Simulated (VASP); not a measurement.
Wanted: the native input for a VASP 6.6.1 run.

| Property | Result |
| --- | --- |
| Task | single point |
| Functional | PBE |
| Dispersion | D3(BJ) |
| Potentials or basis | VASP PAW PBE potentials, release 64 (O_h, C_h, H_h) |
| Cutoff | 910 eV |
| k mesh | 1 × 1 × 1 |
| Occupations | fermi-dirac, width 0.05 eV |
| Spin | no spin polarisation |
| Dipole correction | no |
| Second run | hard_potentials |
| Further INCAR settings | LREAL = Auto; ALGO = Normal; EDIFF = 1e-06; NBANDS = 64 |

The structure of H4C2O3 lies in POSCAR:

```
H4C2O3
1.0
    6.9437670000      0.0000000000      0.0000000000
    0.0000000000      6.9437670000      0.0000000000
    0.0000000000      0.0000000000      6.9437670000
O C H
9 6 12
Direct
    0.3197975969      0.6474007552      0.4829367114
    0.1978897045      0.4717036156      0.2310273372
    0.3992501477      0.7204734836      0.9972828869
    0.2311137456      0.9678320139      0.8962714331
    0.9745574700      0.8089701167      0.6231199866
    0.7130855629      0.8882066463      0.8261653941
    0.7104501058      0.3270703064      0.2360678289
    1.0034322868      0.2388040958      0.6101875250
    0.3799378637      0.0266570004      0.4110737011
    0.2773134525      0.4836711831      0.3831205742
    0.2341236392      0.8285272245      1.0031010545
    0.7885633259      0.7794472366      0.6998938760
    0.7028461640      0.4570861897      0.1250185958
    1.0212468247      0.3028183405      0.7720593159
    0.5367547615      0.0515282267      0.4850681194
    0.3553690670      0.7634328744      0.4114049334
    0.2996500315      0.3438047388      0.4704362920
    0.5089600501      0.7991771613      0.9174991039
    0.1228871879      0.7912275858      1.1039828957
    1.0476301984      0.8925990748      0.6994186297
    0.7184140827      0.6452117417      0.6307095270
    0.6611396955      0.6111236163      0.1722696052
    0.7538559402      0.4525209443     -0.0328352031
    1.0177040791      0.4602544987      0.8159836008
    1.0478606209      0.2206583257      0.9133370979
    0.5872748898      0.1797727372      0.5846106299
    0.6450389248     -0.0487055513      0.4303283794
```

One way to write it, as run:

INCAR

```
SYSTEM = H4C2O3
PREC = Accurate
ENCUT = 910
EDIFF = 1E-6
ISMEAR = -1
SIGMA = 0.05
LREAL = Auto
LASPH = .TRUE.
NELM = 120
ALGO = Normal
ISIF = 2
LWAVE = .FALSE.
LCHARG = .TRUE.
GGA = PE
IVDW = 12
LELF = .TRUE.
LVHAR = .TRUE.
NBANDS = 64
GGA_COMPAT = .FALSE.
```

KPOINTS

```
Automatic mesh
0
G
  1 1 1
  0 0 0
```

Potentials or basis: VASP PAW PBE potentials, release 64 (O_h, C_h, H_h).

The run is started by

```sh
$ cat potpaw_PBE.64/O_h/POTCAR potpaw_PBE.64/C_h/POTCAR potpaw_PBE.64/H_h/POTCAR > POTCAR
$ mpirun -np 1 vasp_gam > vasp.out
```

Results of the run:

```json
{"Pressure": "-2.3 GPa", "Largest force": "5.256 eV/Å", "Band gap on the k mesh": "2.98 eV", "Dispersion energy per atom": "-0.047 eV"}
```

Caveat: the k points lie up to 0.90 Å⁻¹ apart; the cutoff is under 1.25 times the usual one of these potentials, so pressure, stress and relaxed cells hold a basis-set (Pulay) error.

Run time: 2.1 min on 1 thread of Intel(R) Xeon(R) Platinum 8375C CPU @ 2.90GHz (Ice Lake) (shared host), peak memory 0.64 GiB.
